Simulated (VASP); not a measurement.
A run of VASP 6.6.1 is set up as follows.

The input INCAR:

```
SYSTEM = TiAl3
ALGO = Normal ; EDIFF = 1E-7
ENCUT = 520 ; GGA = PE
ISIF = 2 ; ISMEAR = 0
LASPH = .True. ; LCHARG = .False.
LREAL = .False. ; LWAVE = .False.
NBANDS = 18 ; NELM = 80
PREC = Accurate ; SIGMA = 0.05
```

The input KPOINTS:

```
k-points
0
Gamma
  10 10 10
  0 0 0
```

File POSCAR:

```
TiAl3
1.0
    3.8222135426      0.0000000000      0.0000000000
    0.0000000000      3.8222135426      0.0000000000
   -1.9111067713     -1.9111067713      4.2806687947
Ti Al
1 3
Direct
    0.0000000000      0.0000000000      0.0000000000
    0.5000000000      0.5000000000      0.0000000000
    0.2500000000      0.7500000000      0.5000000000
    0.7500000000      0.2500000000      0.5000000000
```

Potentials or basis: VASP PAW PBE potentials, release 64 (Ti_sv, Al).

Run with:

```console
$ cat potpaw_PBE.64/Ti_sv/POTCAR potpaw_PBE.64/Al/POTCAR > POTCAR
$ mpirun -np 1 vasp_std > vasp.out
```

(1) Estimate the pressure.

(2) What does it give for the band gap on the k mesh?

Results:

(1) 2.1 GPa.

(2) zero (an odd number of electrons rules out a gap without spin polarisation).
